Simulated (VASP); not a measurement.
A run of VASP 6.6.1 is set up as follows.

The input INCAR:

```
SYSTEM = P
  PREC = Accurate
  ENCUT = 520
  EDIFF = 1E-6
  ISMEAR = 0
  SIGMA = 0.02
  LREAL = .False.
  LASPH = .True.
  NELM = 100
  ALGO = Normal
  ISIF = 2
  LWAVE = .False.
  LCHARG = .False.
  GGA = PE
  NBANDS = 18
```

File KPOINTS:

```
regular mesh
0
Gamma
  8 1 6
  0 0 0
```

POSCAR

```
P
1.0
    3.1544792199      0.0000000000      0.0000000000
    0.0000000000     33.2941325440      0.0000000000
    0.0000000000      0.0000000000      4.4263956270
P
4
Direct
    0.0000000000      0.9678328181      0.5795005112
    0.0000000000      0.0321671819      0.4204994888
    0.5000000000      0.0321671819      0.0795005112
    0.5000000000      0.9678328181      0.9204994888
```

Potentials or basis: VASP PAW PBE potentials, release 64 (P).

Command:

```console
$ cat potpaw_PBE.64/P/POTCAR > POTCAR
$ mpirun -np 1 vasp_std > vasp.out
```

**Question.** Predict the largest force.

**Answer.** 0.059 eV/Å.

**Question.** Predict the band gap on the k mesh.

**Answer.** 0.46 eV, direct.

Forces in eV/Å, atoms in the order of the input:
```
P    0.000  0.034  0.048
P    0.000 -0.034 -0.048
P    0.000 -0.034  0.048
P    0.000  0.034 -0.048
```

Caveat: the cell differs from its parent crystal (equal strain along all axes, cell held: -4.5 %, then relaxed in part).
